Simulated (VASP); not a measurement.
# Hg (Im-3m) in VASP: further runs

Hg is run at these levels: LDA; tasks: single point.

All numbers are computed with VASP 6.6.1; they aren't measurements. Logs are shortened: lines on timing, memory, paths and dates and some standing lists are left out, and cuts for length are marked.

### Step 1. The cell of the first run

It takes space group Im-3m (No. 229, cubic). The conventional cell has a = 2.859 Å, b = 2.859 Å, c = 2.859 Å, α = 90.00°, β = 90.00°, γ = 90.00°. Hg (site symmetry m-3m) has 14 Hg at 2.48 to 2.86 Å within 3.3 Å.

### Step 2. Single point, LDA (volume scaled by 0.52)

File INCAR:

```
PREC = Accurate ; ENCUT = 520
EDIFF = 1E-7 ; ISMEAR = -1
SIGMA = 0.1 ; LREAL = False
LASPH = True ; NELM = 100
ALGO = Normal ; ISIF = 2
LWAVE = False ; LCHARG = False
GGA = CA ; NBANDS = 12
```

File KPOINTS:

```
regular mesh
0
Gamma
  15 15 15
```

File POSCAR:

```
Hg
1.0
   -1.4296801974      1.4296801974      1.4296801974
    1.4296801974     -1.4296801974      1.4296801974
    1.4296801974      1.4296801974     -1.4296801974
Hg
1
Direct
    0.0000000000      0.0000000000      0.0000000000
```

Potentials or basis: VASP PAW LDA potentials, release 64 (Hg).

The run is started by

```console
$ cat potpaw_LDA.64/Hg/POTCAR > POTCAR
$ mpirun -np 1 vasp_std > vasp.out
```

OUTCAR:

```text
PREC = Accurate
   ENCUT = 520
   EDIFF = 1E-7
   ISMEAR = -1
   LREAL = False
   LASPH = True
   NELM = 100
   ISIF = 2
   GGA = CA

 ion  position               nearest neighbor table
   1  0.000  0.000  0.000-

  LATTYP: Found a body centered cubic cell.
 ALAT       =     2.8593603948

  Lattice vectors:

 A1 = (  -1.4296801974,   1.4296801974,   1.4296801974)
 A2 = (   1.4296801974,  -1.4296801974,   1.4296801974)
 A3 = (   1.4296801974,   1.4296801974,  -1.4296801974)

Analysis of symmetry for initial positions (statically):
=====================================================================
 Subroutine PRICEL returns:
 Original cell was already a primitive cell.

 Routine SETGRP: Setting up the symmetry group for a
 body centered cubic supercell.

 Subroutine GETGRP returns: Found 48 space group operations
 (whereof 48 operations were pure point group operations)
 out of a pool of 48 trial point group operations.

The static configuration has the point symmetry O_h .

Analysis of symmetry for dynamics (positions and initial velocities):
=====================================================================
 Subroutine PRICEL returns:
 Original cell was already a primitive cell.

 Routine SETGRP: Setting up the symmetry group for a
 body centered cubic supercell.

 Subroutine GETGRP returns: Found 48 space group operations
 (whereof 48 operations were pure point group operations)
 out of a pool of 48 trial point group operations.

The dynamic configuration has the point symmetry O_h .

 Subroutine INISYM returns: Found 48 space group operations
 (whereof 48 operations are pure point group operations),
 and found     1 'primitive' translations

----------------------------------------------------------------------------------------

                                     Primitive cell

  volume of cell :      11.6890

  direct lattice vectors                    reciprocal lattice vectors
    -1.429680197  1.429680197  1.429680197     0.000000000  0.349728562  0.349728562
     1.429680197 -1.429680197  1.429680197     0.349728562  0.000000000  0.349728562
     1.429680197  1.429680197 -1.429680197     0.349728562  0.349728562  0.000000000

  length of vectors
     2.476278740  2.476278740  2.476278740     0.494590876  0.494590876  0.494590876

  position of ions in fractional coordinates (direct lattice)
     0.000000000  0.000000000  0.000000000

  ion indices of the primitive-cell ions
   primitive index   ion index
                 1           1

----------------------------------------------------------------------------------------

 KPOINTS: regular mesh

Automatic generation of k-mesh.
 Grid dimensions read from file:
 generate k-points for:   15   15   15

 Generating k-lattice:

  Cartesian coordinates                     Fractional coordinates (reciprocal lattice)
     0.000000000  0.023315237  0.023315237     0.066666667  0.000000000  0.000000000
     0.023315237  0.000000000  0.023315237     0.000000000  0.066666667  0.000000000
     0.023315237  0.023315237  0.000000000     0.000000000  0.000000000  0.066666667

  Length of vectors
     0.032972725  0.032972725  0.032972725

  Shift w.r.t. Gamma in fractional coordinates (k-lattice)
     0.000000000  0.000000000  0.000000000

 Subroutine IBZKPT returns following result:
 ===========================================

 Found    120 irreducible k-points:

 Following reciprocal coordinates:
            Coordinates               Weight
  0.000000  0.000000  0.000000      1.000000
  0.066667  0.000000  0.000000     12.000000
  0.133333  0.000000  0.000000     12.000000
  0.200000  0.000000  0.000000     12.000000
  0.266667  0.000000  0.000000     12.000000
  0.333333  0.000000  0.000000     12.000000
[... 16 lines left out ...]
  0.333333  0.200000  0.000000     48.000000
  0.400000  0.200000 -0.000000     24.000000
 [... further k-points ...]
   k-points           NKPTS =    120   k-points in BZ     NKDIM =    120   number of bands    NBANDS=     12
   number of dos      NEDOS =    301   number of ions     NIONS =      1
   total plane-waves  NPLWV =   5832
   dimension x,y,z NGX =    18 NGY =   18 NGZ =   18
   dimension x,y,z NGXF=    36 NGYF=   36 NGZF=   36
   ions per type =               1
   NGX,Y,Z   is equivalent  to a cutoff of  12.08, 12.08, 12.08 a.u.
   NGXF,Y,Z  is equivalent  to a cutoff of  24.17, 24.17, 24.17 a.u.
 SYSTEM =  unknown system
   PREC   = accura    normal or accurate (medium, high low for compatibility)
   ISTART =      0    job   : 0-new  1-cont  2-samecut
   ICHARG =      2    charge: 1-file 2-atom 10-const
   ISPIN  =      1    spin polarized calculation?
   LNONCOLLINEAR =      F non collinear calculations
   LSORBIT =      F    spin-orbit coupling
   LASPH  =      T    aspherical Exc in radial PAW
   ENCUT  =  520.0 eV  38.22 Ry    6.18 a.u.   4.60  4.60  4.60*2*pi/ulx,y,z
   NELM   =    100;   NELMIN=  2; NELMDL= -5     # of ELM steps
   EDIFF  = 0.1E-06   stopping-criterion for ELM
   LREAL  =      F    real-space projection
   EDIFFG = 0.1E-05   stopping-criterion for IOM
   NSW    =      0    number of steps for IOM
   IBRION =     -1    ionic relax: 0-MD 1-quasi-New 2-CG
   NFREE  =      0    steps in history (QN), initial steepest desc. (CG)
   ISIF   =      2    stress and relaxation
   ISYM   =      2    0-nonsym 1-usesym 2-fastsym
   POTIM  = 0.5000    time-step for ionic-motion
   TEBEG  =    0.0;   TEEND  =   0.0 temperature during run
   PSTRESS=    0.0 pullay stress
   NELECT =      12.0000    total number of electrons
   NUPDOWN=      -1.0000    fix difference up-down
   EMIN   =  10.00;   EMAX   =-10.00  energy-range for DOS
   EFERMI =   0.00;   METHOD = LEGACY
   ISMEAR =    -1;   SIGMA  =   0.10  broadening in eV -4-tet -1-fermi 0-gaus
   EFERMI_NEDOS =   21; number of points for ismear=-14 and -15
   IALGO  =     38    algorithm
   IMIX   =      4    mixing-type and parameters
     AMIX     =   0.40;   BMIX     =  1.00
     AMIX_MAG =   1.60;   BMIX_MAG =  1.00
  volume/ion in A,a.u.               =      11.69        78.88
  Fermi-wavevector in a.u.,A,eV,Ry     =   1.651492  3.120866 37.108860  2.727424
  Thomas-Fermi vector in A             =   2.740262
   LORBIT       =      0    0 simple, 1 ext, 2 COOP (PROOUT), +10 PAW based schemes
   GGA     = CA    functional components
   LHFCALC =     F    Hartree Fock is set to
   AEXX    =    0.0000 exact exchange contribution
   IVDW    =     0    specifies the selected vdW correction
   LEPSILON=     F    determine dielectric tensor
   LRPA    =     F    only Hartree local field effects (RPA)
 non-spin polarized calculation
  energy-cutoff  :      520.00
  volume of cell :       11.69
 maximum number of plane-waves:       327
   NGX =  9   NGY =  9   NGZ =  9

 number of electron      11.9999996 magnetization

 Free energy of the ion-electron system (eV)
  ---------------------------------------------------
  ext. energy  EPLUGINS =         0.00000000
  ---------------------------------------------------
  free energy    TOTEN  =         3.59306031 eV

  energy without entropy =        3.60343222  energy(sigma->0) =        3.59824626

 E-fermi :  13.5397     XC(G=0): -15.2871

 val. band max:       13.4243359841   @ k =  -0.4000  -0.4000   0.0667
 cond. band min:      13.6287901480   @ k =  -0.4667  -0.4667   0.2667
 fundamental gap:      0.2044541639
 Fermi energy:        13.5397464548

 k-point     1 :       0.0000    0.0000    0.0000
  band No.  band energies     occupation
      1      -5.9111      2.00000
      2      -0.0067      2.00000
      3      -0.0067      2.00000
      4      -0.0067      2.00000
      5       3.1229      2.00000
      6       3.1229      2.00000
      7      27.6494      0.00000
      8      27.6494      0.00000
      9      27.6494      0.00000
     10      38.4542      0.00000
     11      38.4542      0.00000
     12      40.7466      0.00000

 k-point     2 :       0.0667    0.0000    0.0000
  band No.  band energies     occupation
      1      -5.6812      2.00000
      2      -0.0941      2.00000
      3       0.0014      2.00000
      4       0.1841      2.00000
      5       3.0117      2.00000
      6       3.1303      2.00000
      7      27.7307      0.00000
      8      27.7466      0.00000
      9      27.9634      0.00000
     10      36.5356      0.00000
     11      37.4857      0.00000
     12      39.9331      0.00000

 k-point     3 :       0.1333    0.0000    0.0000
  band No.  band energies     occupation
      1      -5.0330      2.00000
      2      -0.3349      2.00000
      3       0.0207      2.00000
      4       0.7424      2.00000
      5       2.7708      2.00000
      6       3.1557      2.00000
      7      27.5979      0.00000
      8      27.7230      0.00000
      9      28.8669      0.00000
     10      34.6544      0.00000
     11      35.3644      0.00000
     12      37.8760      0.00000
[... 286 lines left out ...]
 k-point    23 :       0.3333    0.2000    0.0000
  band No.  band energies     occupation
      1      -2.4149      2.00000
      2      -1.2191      2.00000
      3       1.1415      2.00000
      4       2.8890      2.00000
      5       3.9157      2.00000
      6       9.6104      2.00000
      7      15.0913      0.00000
      8      20.3476      0.00000
      9      25.6129      0.00000
     10      33.5644      0.00000
     11      36.3599      0.00000
     12      41.4070      0.00000

 k-point    24 :       0.4000    0.2000   -0.0000
  band No.  band energies     occupation
      1      -2.4688      2.00000
      2      -1.2641      2.00000
      3       1.3636      2.00000
      4       2.9490      2.00000
      5       4.0883      2.00000
      6      11.1059      2.00000
      7      13.3198      1.80038
      8      19.9135      0.00000
      9      25.4007      0.00000
     10      34.3009      0.00000
     11      35.6540      0.00000
     12      41.4744      0.00000

 [... further k-points ...]

------------------------ aborting loop because EDIFF is reached ----------------------------------------

  FORCE on cell =-STRESS in cart. coord.  units (eV):
  Direction    XX          YY          ZZ          XY          YZ          ZX
  --------------------------------------------------------------------------------------
  -------------------------------------------------------------------------------------
  Total       20.4110703     20.4110703     20.4110703      0.0000000      0.0000000     -0.0000000
  in kB     2797.6904736   2797.6904736   2797.6904736      0.0000000      0.0000000     -0.0000000
  external PRESSURE =    2797.6904736 kB  Pullay stress =       0.0000000 kB

 VOLUME and BASIS-vectors are now :
 -----------------------------------------------------------------------------
  energy-cutoff  :      520.00
  volume of cell :       11.69
      direct lattice vectors                 reciprocal lattice vectors
    -1.429680197  1.429680197  1.429680197     0.000000000  0.349728562  0.349728562
     1.429680197 -1.429680197  1.429680197     0.349728562  0.000000000  0.349728562
     1.429680197  1.429680197 -1.429680197     0.349728562  0.349728562  0.000000000

 POSITION                                       TOTAL-FORCE (eV/Angst)
 -----------------------------------------------------------------------------------
      0.00000      0.00000      0.00000        -0.000000     -0.000000      0.000000
 -----------------------------------------------------------------------------------
    total drift:                                0.000000      0.000000      0.000000

  FREE ENERGIE OF THE ION-ELECTRON SYSTEM (eV)
  ---------------------------------------------------
  free  energy   TOTEN  =         3.5930603072 eV

  energy  without entropy=        3.6034322171  energy(sigma->0) =        3.59824626
```

It took 5.8 s on 1 thread of Intel Xeon 6975P-C (Granite Rapids), shared host; peak memory 0.12 GiB.

Results:

| Item | Value |
| --- | --- |
| Free energy | 3.5931 eV |
| Pressure | 279.8 GPa |
| Band gap on the k mesh | zero (band 6 reaches 15.28 eV, above the bottom of band 7 at 13.30 eV) |

Caveat: spin-orbit coupling is left out, which moves the levels of the heavy elements.

(Continued in part 2 of 2.)
